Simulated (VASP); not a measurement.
Ru, 2 atoms in the cell. Symmetry: P6_3/mmc, No. 194, hexagonal system. Conventional cell: a = 2.722 Å, b = 2.722 Å, c = 4.297 Å, α = 90.00°, β = 90.00°, γ = 120.00°. Within 3.5 Å of Ru (site symmetry -6m2) lie 12 Ru at 2.66 to 2.72 Å. 

| Quantity | Value |
| --- | --- |
| Program | VASP 6.6.1 |
| Task | vibrations by perturbation theory |
| Functional | PBE |
| Potentials or basis | VASP PAW PBE potentials, release 64 (Ru_pv) |
| Cutoff | 520 eV |
| k mesh | 15 × 15 × 8 |
| Occupations | fermi-dirac, width 0.15 eV |
| Spin | no spin polarisation |
| Dipole correction | no |
| Further INCAR settings | ALGO = Fast; EDIFF = 1e-08; NBANDS = 21; IBRION = 8; NSW = 1 |

Potentials or basis: VASP PAW PBE potentials, release 64 (Ru_pv).

The run is started by

```bash
$ cat potpaw_PBE.64/Ru_pv/POTCAR > POTCAR
$ mpirun -np 1 vasp_std > vasp.out
```

Hardware: 1 thread of Intel Xeon 8259CL, on a shared host.

**Question.** Estimate the wall time of this run.

**Answer.** Wall time 20 min on 1 thread of Intel Xeon 8259CL (shared host), peak memory 0.65 GiB. Counts: scf iterations 69, k points 135.
